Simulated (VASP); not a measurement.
Wanted: the native input for a VASP 6.6.1 run.

```
Task                   : single point
Functional             : PBE
Potentials or basis    : VASP PAW PBE potentials, release 64 (Ta_pv)
Cutoff                 : 500 eV
k mesh                 : 19 × 19 × 19
Occupations            : fermi-dirac, width 0.05 eV
Spin                   : no spin polarisation
Dipole correction      : no
Further INCAR settings : ALGO = Normal; EDIFF = 1e-06; NBANDS = 12
```

The structure of Ta lies in POSCAR:

```
Ta
1.0
    0.0000000000      2.0501078410      2.0501078410
    2.0501078410      0.0000000000      2.0501078410
    2.0501078410      2.0501078410      0.0000000000
Ta
1
Direct
    0.0000000000      0.0000000000      0.0000000000
```

This isn't the form of Ta at room conditions, which is bcc.

One way to write it, as run:

INCAR

```
PREC = Accurate
ENCUT = 500
EDIFF = 1E-6
ISMEAR = -1
SIGMA = 0.05
LREAL = F
LASPH = T
NELM = 120
ALGO = Normal
ISIF = 2
LWAVE = F
LCHARG = T
GGA = PE
LELF = T
LVHAR = T
NBANDS = 12
GGA_COMPAT = F
```

KPOINTS

```
regular mesh
0
Gamma
  19 19 19
```

Potentials or basis: VASP PAW PBE potentials, release 64 (Ta_pv).

Command:

```sh
$ cat potpaw_PBE.64/Ta_pv/POTCAR > POTCAR
$ mpirun -np 1 vasp_std > vasp.out
```

Results of the run:

```json
{
 "Pressure": "20.1 GPa",
 "Band gap on the k mesh": "zero (an odd number of electrons rules out a gap without spin polarisation)"
}
```

Caveat: the cell stands under pressure; spin-orbit coupling is left out, which moves the levels of the heavy elements.

It took 21 s on 1 thread of Intel(R) Xeon(R) Platinum 8375C CPU @ 2.90GHz (Ice Lake), with other jobs on the host, peak memory 0.17 GiB.
